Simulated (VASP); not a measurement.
# Nb (Pm-3m) in VASP: notebook, part 2 of 2

VASP 6.6.1. The steps go on from the part before.

## (5) Single point, LDA (volume scaled by 0.4)

INCAR

```
SYSTEM = Nb
  PREC = Accurate
  ENCUT = 520
  EDIFF = 1E-7
  ISMEAR = -1
  SIGMA = 0.05
  LREAL = .False.
  LASPH = .True.
  NELM = 80
  ALGO = Normal
  ISIF = 2
  LWAVE = .False.
  LCHARG = .False.
  NBANDS = 12
```

KPOINTS

```
Automatic mesh
0
Gamma
  14 14 14
  0 0 0
```

POSCAR

```
Nb
1.0
    1.9600781974      0.0000000000      0.0000000000
    0.0000000000      1.9600781974      0.0000000000
    0.0000000000      0.0000000000      1.9600781974
Nb
1
Direct
    0.0000000000      0.0000000000      0.0000000000
```

Potentials or basis: VASP PAW LDA potentials, release 64 (Nb_sv).

Started as:

```sh
$ cat potpaw_LDA.64/Nb_sv/POTCAR > POTCAR
$ mpirun -np 1 vasp_std > vasp.out
```

OUTCAR:

```text
SYSTEM = Nb
   PREC = Accurate
   ENCUT = 520
   EDIFF = 1E-7
   ISMEAR = -1
   LREAL = .False.
   LASPH = .True.
   NELM = 80
   ISIF = 2

 ion  position               nearest neighbor table
   1  0.000  0.000  0.000-

  LATTYP: Found a simple cubic cell.
 ALAT       =     1.9600781974

  Lattice vectors:

 A1 = (   1.9600781974,   0.0000000000,   0.0000000000)
 A2 = (   0.0000000000,   1.9600781974,   0.0000000000)
 A3 = (   0.0000000000,   0.0000000000,   1.9600781974)

Analysis of symmetry for initial positions (statically):
=====================================================================
 Subroutine PRICEL returns:
 Original cell was already a primitive cell.

 Routine SETGRP: Setting up the symmetry group for a
 simple cubic supercell.

 Subroutine GETGRP returns: Found 48 space group operations
 (whereof 48 operations were pure point group operations)
 out of a pool of 48 trial point group operations.

The static configuration has the point symmetry O_h .

Analysis of symmetry for dynamics (positions and initial velocities):
=====================================================================
[... 160 lines left out ...]
 fundamental gap:      0.0145712512
 Fermi energy:        29.9587072636

 k-point     1 :       0.0000    0.0000    0.0000
  band No.  band energies     occupation
      1     -31.4603      2.00000
      2       1.9287      2.00000
      3       1.9287      2.00000
      4       1.9287      2.00000
      5      19.1885      2.00000
      6      19.1885      2.00000
      7      25.3473      2.00000
      8      43.6392      0.00000
      9      43.6392      0.00000
     10      43.6392      0.00000
     11      56.0900      0.00000
     12      56.0900      0.00000
[... 331 lines left out ...]
 k-point    24 :       0.3571    0.2143    0.0000
  band No.  band energies     occupation
      1     -27.7884      2.00000
      2      -8.3904      2.00000
      3      -2.4240      2.00000
      4       4.0344      2.00000
      5      22.7542      2.00000
      6      24.8026      2.00000
      7      33.6690      0.00000
      8      33.8543      0.00000
      9      39.0835      0.00000
     10      39.2798      0.00000
     11      47.6639      0.00000
     12      53.8294      0.00000

 [... further k-points ...]
[... 5 lines left out ...]
  --------------------------------------------------------------------------------------
  -------------------------------------------------------------------------------------
  Total       41.9078363     41.9078363     41.9078363     -0.0000000      0.0000000     -0.0000000
  in kB     8916.3196143   8916.3196143   8916.3196143     -0.0000000      0.0000000     -0.0000000
  external PRESSURE =    8916.3196143 kB  Pullay stress =       0.0000000 kB

 VOLUME and BASIS-vectors are now :
 -----------------------------------------------------------------------------
  energy-cutoff  :      520.00
  volume of cell :        7.53
      direct lattice vectors                 reciprocal lattice vectors
     1.960078197  0.000000000  0.000000000     0.510183727  0.000000000  0.000000000
     0.000000000  1.960078197  0.000000000     0.000000000  0.510183727  0.000000000
     0.000000000  0.000000000  1.960078197     0.000000000  0.000000000  0.510183727

 POSITION                                       TOTAL-FORCE (eV/Angst)
 -----------------------------------------------------------------------------------
      0.00000      0.00000      0.00000         0.000000      0.000000      0.000000
 -----------------------------------------------------------------------------------
    total drift:                                0.000000      0.000000      0.000000

  FREE ENERGIE OF THE ION-ELECTRON SYSTEM (eV)
  ---------------------------------------------------
  free  energy   TOTEN  =         3.9962486851 eV

  energy  without entropy=        4.0020370226  energy(sigma->0) =        3.99914285
```

OSZICAR:

```text
N       E                     dE             d eps       ncg     rms          rms(c)
DAV:   1     0.146794521584E+03    0.14679E+03   -0.77887E+03  2960   0.124E+03
DAV:   2     0.829114547655E+01   -0.13850E+03   -0.13117E+03  3000   0.455E+02
DAV:   3     0.410849811950E+01   -0.41826E+01   -0.40020E+01  4292   0.789E+01
DAV:   4     0.399170054796E+01   -0.11680E+00   -0.11614E+00  3736   0.973E+00
DAV:   5     0.398596874593E+01   -0.57318E-02   -0.57295E-02  4316   0.161E+00    0.404E+01
DAV:   6     0.406753672347E+01    0.81568E-01   -0.20881E-01  3924   0.355E+00    0.227E+01
DAV:   7     0.400706613033E+01   -0.60471E-01   -0.33440E-01  4436   0.379E+00    0.176E+00
DAV:   8     0.399612845703E+01   -0.10938E-01   -0.45757E-02  3056   0.288E+00    0.692E-01
DAV:   9     0.399639511309E+01    0.26666E-03   -0.35079E-03  3936   0.793E-01    0.914E-02
DAV:  10     0.399626267935E+01   -0.13243E-03   -0.14230E-04  3592   0.194E-01    0.331E-02
DAV:  11     0.399625384310E+01   -0.88363E-05   -0.15390E-05  4496   0.403E-02    0.131E-02
DAV:  12     0.399624880274E+01   -0.50404E-05   -0.10493E-05  4232   0.405E-02    0.293E-03
DAV:  13     0.399624867000E+01   -0.13275E-06   -0.14089E-06  3724   0.947E-03    0.123E-03
DAV:  14     0.399624868506E+01    0.15065E-07   -0.49506E-08  2472   0.254E-03
   1 F= 0.39962487E+01 E0= 0.39991429E+01  d E =-.578834E-02
```

It took 16 s on 1 thread of AMD EPYC 7R43 (Zen 3), shared host; peak memory 0.08 GiB.

The run converged, but its numbers aren't listed here, since they failed a check.

## (6) Overview

```csv
task,level,potentials or basis,cell,cutoff (eV),smearing,gap on the mesh (eV),pressure (GPa)
single point,LDA,"VASP PAW LDA potentials, release 64 (Nb_sv)","a = 2.660 Å, 1 atom",520,fermi-dirac 0.05 eV,none,-0.1
single point,PBEsol,"VASP PAW PBE potentials, release 64 (Nb_sv)","a = 2.660 Å, 1 atom",520,methfessel-paxton 0.005 eV,none,3.3
relaxation of cell and atoms,LDA,"VASP PAW LDA potentials, release 64 (Nb_sv)","relaxed from a = 2.643 Å, 1 atom",600,fermi-dirac 0.05 eV,none,0.0
```

Alike in all rows: no spin polarisation; k mesh 14 × 14 × 14.

Caveats: the PAW data sets were made with another functional, which shifts forces and pressure a little (some runs).

Absolute energies hang on the potentials; compare differences alone.
